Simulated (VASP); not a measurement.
# Co (P6_3/mmc) in VASP: further runs

Runs on Co. Level: LDA. Tasks: single point.

Everything below comes from runs of VASP 6.6.1. Logs are shortened: lines on timing, memory, paths and dates and some standing lists are left out, and cuts for length are marked.

### Step 1. The cell of the first run

The structure is hexagonal, space group P6_3/mmc (No. 194). The conventional cell has a = 2.427 Å, b = 2.427 Å, c = 3.923 Å, α = 90.00°, β = 90.00°, γ = 120.00°. Co (site symmetry -6m2) has 12 Co at 2.41 to 2.43 Å within 3.2 Å.

### Step 2. Single point, LDA, collinear spin, ferromagnetic start

Input file INCAR:

```
ALGO = Normal
EDIFF = 1E-6
ENCUT = 520
GGA = CA
ISIF = 2
ISMEAR = -1
ISPIN = 2
LASPH = T
LCHARG = F
LMAXMIX = 4
LORBIT = 11
LREAL = F
LWAVE = F
MAGMOM = 1.558 1.558
NBANDS = 20
NELM = 150
PREC = Accurate
SIGMA = 0.05
```

Input file KPOINTS:

```
k-points
0
Gamma
  2 2 2
```

Input file POSCAR:

```
Co
1.0
    2.4273810165      0.0000000000      0.0000000000
   -1.2136905082      2.1021736250      0.0000000000
    0.0000000000      0.0000000000      3.9230481332
Co
2
Direct
    0.3333333333      0.6666666667      0.2500000000
    0.6666666667      0.3333333333      0.7500000000
```

Potentials or basis: VASP PAW LDA potentials, release 64 (Co).

Run with:

```
$ cat potpaw_LDA.64/Co/POTCAR > POTCAR
$ mpirun -np 1 vasp_std > vasp.out
```

OUTCAR:

```text
EDIFF = 1E-6
   ENCUT = 520
   GGA = CA
   ISIF = 2
   ISMEAR = -1
   ISPIN = 2
   LASPH = T
   LORBIT = 11
   LREAL = F
   NELM = 150
   PREC = Accurate

 ion  position               nearest neighbor table
   1  0.333  0.667  0.250-   2 2.41   2 2.41   2 2.41   2 2.41   2 2.41   2 2.41
   2  0.667  0.333  0.750-   1 2.41   1 2.41   1 2.41   1 2.41   1 2.41   1 2.41

  LATTYP: Found a hexagonal cell.
 ALAT       =     2.4273810165
 C/A-ratio  =     1.6161649558

  Lattice vectors:

 A1 = (   2.4273810165,   0.0000000000,   0.0000000000)
 A2 = (  -1.2136905082,   2.1021736250,   0.0000000000)
 A3 = (   0.0000000000,   0.0000000000,   3.9230481332)

Analysis of symmetry for initial positions (statically):
=====================================================================
 Subroutine PRICEL returns:
 Original cell was already a primitive cell.

 Routine SETGRP: Setting up the symmetry group for a
 hexagonal supercell.

 Subroutine GETGRP returns: Found 24 space group operations
 (whereof 12 operations were pure point group operations)
 out of a pool of 24 trial point group operations.

The static configuration has the point symmetry D_3d.
 The point group associated with its full space group is D_6h.

Analysis of symmetry for dynamics (positions and initial velocities):
=====================================================================
 Subroutine PRICEL returns:
 Original cell was already a primitive cell.

 Routine SETGRP: Setting up the symmetry group for a
 hexagonal supercell.

 Subroutine GETGRP returns: Found 24 space group operations
 (whereof 12 operations were pure point group operations)
 out of a pool of 24 trial point group operations.

The dynamic configuration has the point symmetry D_3d.
 The point group associated with its full space group is D_6h.

Analysis of structural, dynamic, and magnetic symmetry:
=====================================================================
 Subroutine PRICEL returns:
 Original cell was already a primitive cell.

 Routine SETGRP: Setting up the symmetry group for a
 hexagonal supercell.

 Subroutine GETGRP returns: Found 24 space group operations
 (whereof 12 operations were pure point group operations)
 out of a pool of 24 trial point group operations.

The overall configuration has the point symmetry D_3d.
 The point group associated with its full space group is D_6h.

 Subroutine INISYM returns: Found 24 space group operations
 (whereof 12 operations are pure point group operations),
 and found     1 'primitive' translations

----------------------------------------------------------------------------------------

                                     Primitive cell

  volume of cell :      20.0184

  direct lattice vectors                    reciprocal lattice vectors
     2.427381017  0.000000000  0.000000000     0.411966639  0.237849050  0.000000000
    -1.213690508  2.102173625  0.000000000     0.000000000  0.475698100  0.000000000
     0.000000000  0.000000000  3.923048133     0.000000000  0.000000000  0.254903831

  length of vectors
     2.427381017  2.427381017  3.923048133     0.475698100  0.475698100  0.254903831

  position of ions in fractional coordinates (direct lattice)
     0.333333333  0.666666667  0.250000000
     0.666666667  0.333333333  0.750000000

  ion indices of the primitive-cell ions
   primitive index   ion index
                 1           1
                 2           2

----------------------------------------------------------------------------------------

 KPOINTS: k-points

Automatic generation of k-mesh.
 Grid dimensions read from file:
 generate k-points for:    2    2    2

 Generating k-lattice:

  Cartesian coordinates                     Fractional coordinates (reciprocal lattice)
     0.205983320  0.118924525  0.000000000     0.500000000  0.000000000  0.000000000
     0.000000000  0.237849050  0.000000000     0.000000000  0.500000000  0.000000000
     0.000000000  0.000000000  0.127451916     0.000000000  0.000000000  0.500000000

  Length of vectors
     0.237849050  0.237849050  0.127451916

  Shift w.r.t. Gamma in fractional coordinates (k-lattice)
     0.000000000  0.000000000  0.000000000

 Subroutine IBZKPT returns following result:
 ===========================================

 Found      4 irreducible k-points:

 Following reciprocal coordinates:
            Coordinates               Weight
  0.000000  0.000000  0.000000      1.000000
  0.500000  0.000000  0.000000      3.000000
  0.000000  0.000000  0.500000      1.000000
  0.500000  0.000000  0.500000      3.000000
   k-points           NKPTS =      4   k-points in BZ     NKDIM =      4   number of bands    NBANDS=     20
   number of dos      NEDOS =    301   number of ions     NIONS =      2
   total plane-waves  NPLWV =   9720
   dimension x,y,z NGX =    18 NGY =   18 NGZ =   30
   dimension x,y,z NGXF=    36 NGYF=   36 NGZF=   60
   ions per type =               2
   NGX,Y,Z   is equivalent  to a cutoff of  12.33, 12.33, 12.71 a.u.
   NGXF,Y,Z  is equivalent  to a cutoff of  24.66, 24.66, 25.43 a.u.
 SYSTEM =  unknown system
   PREC   = accura    normal or accurate (medium, high low for compatibility)
   ISTART =      0    job   : 0-new  1-cont  2-samecut
   ICHARG =      2    charge: 1-file 2-atom 10-const
   ISPIN  =      2    spin polarized calculation?
   LNONCOLLINEAR =      F non collinear calculations
   LSORBIT =      F    spin-orbit coupling
   LASPH  =      T    aspherical Exc in radial PAW
   ENCUT  =  520.0 eV  38.22 Ry    6.18 a.u.   4.51  4.51  7.29*2*pi/ulx,y,z
   NELM   =    150;   NELMIN=  2; NELMDL= -5     # of ELM steps
   EDIFF  = 0.1E-05   stopping-criterion for ELM
   LREAL  =      F    real-space projection
   EDIFFG = 0.1E-04   stopping-criterion for IOM
   NSW    =      0    number of steps for IOM
   IBRION =     -1    ionic relax: 0-MD 1-quasi-New 2-CG
   NFREE  =      0    steps in history (QN), initial steepest desc. (CG)
   ISIF   =      2    stress and relaxation
   ISYM   =      2    0-nonsym 1-usesym 2-fastsym
   POTIM  = 0.5000    time-step for ionic-motion
   TEBEG  =    0.0;   TEEND  =   0.0 temperature during run
   PSTRESS=    0.0 pullay stress
   NELECT =      18.0000    total number of electrons
   NUPDOWN=      -1.0000    fix difference up-down
   EMIN   =  10.00;   EMAX   =-10.00  energy-range for DOS
   EFERMI =   0.00;   METHOD = LEGACY
   ISMEAR =    -1;   SIGMA  =   0.05  broadening in eV -4-tet -1-fermi 0-gaus
   EFERMI_NEDOS =   21; number of points for ismear=-14 and -15
   IALGO  =     38    algorithm
   IMIX   =      4    mixing-type and parameters
     AMIX     =   0.40;   BMIX     =  1.00
     AMIX_MAG =   1.60;   BMIX_MAG =  1.00
  volume/ion in A,a.u.               =      10.01        67.55
  Fermi-wavevector in a.u.,A,eV,Ry     =   1.580116  2.985986 33.970567  2.496766
  Thomas-Fermi vector in A             =   2.680392
   LORBIT       =     11    0 simple, 1 ext, 2 COOP (PROOUT), +10 PAW based schemes
   GGA     = CA    functional components
   LHFCALC =     F    Hartree Fock is set to
   AEXX    =    0.0000 exact exchange contribution
   IVDW    =     0    specifies the selected vdW correction
   LEPSILON=     F    determine dielectric tensor
   LRPA    =     F    only Hartree local field effects (RPA)
 spin polarized calculation
  energy-cutoff  :      520.00
  volume of cell :       20.02
 maximum number of plane-waves:       549
   NGX =  9   NGY =  9   NGZ = 15

 number of electron      17.9999991 magnetization       2.9976874

 Free energy of the ion-electron system (eV)
  ---------------------------------------------------
  ext. energy  EPLUGINS =         0.00000000
  ---------------------------------------------------
  free energy    TOTEN  =       -14.48502663 eV

  energy without entropy =      -14.45833850  energy(sigma->0) =      -14.47168256

 E-fermi :  11.5811     XC(G=0): -14.1945

 val. band max:       11.5806674802   @ k =   0.5000   0.0000   0.5000
 cond. band min:      12.1037620815   @ k =   0.0000   0.0000   0.5000
 fundamental gap:      0.5230946013
 Fermi energy:        11.5811491123

 spin component 1

 k-point     1 :       0.0000    0.0000    0.0000
  band No.  band energies     occupation
      1       1.7386      1.00000
      2       5.8328      1.00000
      3       8.5548      1.00000
      4       8.5548      1.00000
      5       8.9228      1.00000
      6       8.9228      1.00000
[... 12 lines left out ...]
     19      38.4321      0.00000
     20      38.4321      0.00000

 k-point     2 :       0.5000    0.0000    0.0000
  band No.  band energies     occupation
      1       6.0828      1.00000
      2       6.1560      1.00000
      3       6.6715      1.00000
      4       8.7173      1.00000
      5       8.7275      1.00000
      6       8.9559      1.00000
[... 12 lines left out ...]
     19      34.7972      0.00000
     20      37.3018      0.00000

 k-point     3 :       0.0000    0.0000    0.5000
  band No.  band energies     occupation
      1       4.0967      1.00000
      2       4.0967      1.00000
      3       8.5270      1.00000
      4       8.5270      1.00000
      5       8.5270      1.00000
      6       8.5270      1.00000
[... 12 lines left out ...]
     19      38.7430      0.00000
     20      38.7430      0.00000

 k-point     4 :       0.5000    0.0000    0.5000
  band No.  band energies     occupation
      1       5.9318      1.00000
      2       5.9318      1.00000
      3       7.4017      1.00000
      4       7.4017      1.00000
      5       9.8204      1.00000
      6       9.8204      1.00000
[... 12 lines left out ...]
     19      34.0934      0.00000
     20      34.0934      0.00000
 Fermi energy:        11.5811491123

 spin component 2

 k-point     1 :       0.0000    0.0000    0.0000
  band No.  band energies     occupation
      1       1.9043      1.00000
      2       6.5419      1.00000
      3      10.0598      1.00000
      4      10.0598      1.00000
      5      10.1450      1.00000
      6      10.4793      1.00000
[... 12 lines left out ...]
     19      38.8897      0.00000
     20      38.8897      0.00000

 k-point     2 :       0.5000    0.0000    0.0000
  band No.  band energies     occupation
      1       7.0250      1.00000
      2       7.1578      1.00000
      3       7.6835      1.00000
      4       9.3096      1.00000
      5      10.0541      1.00000
      6      10.1801      1.00000
[... 12 lines left out ...]
     19      35.3138      0.00000
     20      37.6595      0.00000

 k-point     3 :       0.0000    0.0000    0.5000
  band No.  band energies     occupation
      1       4.3059      1.00000
      2       4.3059      1.00000
      3       9.5815      1.00000
      4       9.5815      1.00000
      5      10.0128      1.00000
      6      10.0128      1.00000
[... 12 lines left out ...]
     19      39.0461      0.00000
     20      39.0461      0.00000

 k-point     4 :       0.5000    0.0000    0.5000
  band No.  band energies     occupation
      1       6.8588      1.00000
      2       6.8588      1.00000
      3       8.5660      1.00000
      4       8.5660      1.00000
      5      11.2465      0.99876
      6      11.2465      0.99876
[... 12 lines left out ...]
     19      34.5698      0.00000
     20      34.5698      0.00000

------------------------ aborting loop because EDIFF is reached ----------------------------------------

  FORCE on cell =-STRESS in cart. coord.  units (eV):
  Direction    XX          YY          ZZ          XY          YZ          ZX
  --------------------------------------------------------------------------------------
  -------------------------------------------------------------------------------------
  Total        1.0398903      1.0398903      2.1771699      0.0000000      0.0000000      0.0000000
  in kB       83.2277084     83.2277084    174.2499755      0.0000000      0.0000000      0.0000000
  external PRESSURE =     113.5684641 kB  Pullay stress =       0.0000000 kB

 VOLUME and BASIS-vectors are now :
 -----------------------------------------------------------------------------
  energy-cutoff  :      520.00
  volume of cell :       20.02
      direct lattice vectors                 reciprocal lattice vectors
     2.427381017  0.000000000  0.000000000     0.411966639  0.237849050  0.000000000
    -1.213690508  2.102173625  0.000000000     0.000000000  0.475698100  0.000000000
     0.000000000  0.000000000  3.923048133     0.000000000  0.000000000  0.254903831

 POSITION                                       TOTAL-FORCE (eV/Angst)
 -----------------------------------------------------------------------------------
     -0.00000      1.40145      0.98076         0.000000      0.000000      0.000000
      1.21369      0.70072      2.94229        -0.000000     -0.000000      0.000000
 -----------------------------------------------------------------------------------
    total drift:                                0.000000      0.000000     -0.000000

  FREE ENERGIE OF THE ION-ELECTRON SYSTEM (eV)
  ---------------------------------------------------
  free  energy   TOTEN  =       -14.4850266260 eV

  energy  without entropy=      -14.4583385012  energy(sigma->0) =      -14.47168256

 total charge

# of ion       s       p       d       tot
------------------------------------------
    1        0.487   0.571   7.419   8.477
    2        0.487   0.571   7.419   8.477
--------------------------------------------------
tot          0.974   1.142  14.839  16.954

 magnetization (x)

# of ion       s       p       d       tot
------------------------------------------
    1       -0.019  -0.035   1.550   1.496
    2       -0.019  -0.035   1.550   1.496
--------------------------------------------------
tot         -0.037  -0.071   3.100   2.992
```

Run time: 4.7 s. Hardware: 1 thread of Intel Xeon Platinum 8375C at 2.90GHz (Ice Lake), shared host; peak memory 0.12 GiB.

Results:

| Quantity | Value |
| --- | --- |
| Free energy | -14.4850 eV |
| Pressure | 11.4 GPa |
| Net moment | 3.00 μB per cell |
| Site moments | Co +1.50 μB |
| Valence electrons inside the program's atomic spheres | Co 8.48 |

Stress tensor (GPa, compression positive):
```
 8.32  0.00  0.00
 0.00  8.32  0.00
 0.00  0.00 17.42
```

Caveat: the k points lie up to 1.49 Å⁻¹ apart.

(Continued in part 2 of 2.)
